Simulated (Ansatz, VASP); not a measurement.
**Re in VASP and in Ansatz**

```xyz
1
Lattice="0.0000 2.0046 1.9750 1.9750 0.0000 1.9750 1.9750 2.0046 0.0000" Properties=species:S:1:pos:R:3 pbc="T T T"
Re    0.0000    0.0000    0.0000
```

Change from the starting cell: strain +0.0150 x Voigt [0, 1, 0, 0, 0, 0], atoms carried along.

Alike in both runs: task single point; functional PBE; k mesh 20 × 20 × 20; occupations gaussian, width 0.15 eV; no spin polarisation.

|  | VASP | Ansatz |
| --- | --- | --- |
| version | VASP 6.6.1 | Ansatz 0.2.0 |
| potentials or method | VASP PAW PBE potentials, release 64 (Re), cutoff 520 eV | scalar-relativistic, plane waves, PAW |
| valence electrons in the cell | 7 | 15 |

VASP gave:

```
gap on the k mesh at the Fermi level (eV)                     : none
pressure (GPa)                                                : -14.5
traceless stress, the component that is largest in VASP (GPa) : -2.63
```

Q: What did Ansatz give for the same quantities?

A: gap on the k mesh at the Fermi level (eV): none; pressure (GPa): -13.7; traceless stress, the component that is largest in VASP (GPa): -2.66.

A gap of «none» marks a metal or a gap that the smearing closes. With one functional, cell and mesh, what is left measures potentials, basis and numerics. VASP's potentials hold 7 valence electrons a cell and Ansatz's 15, so a difference there can come from the potentials and not from the codes.

Neither program's run includes spin-orbit coupling.
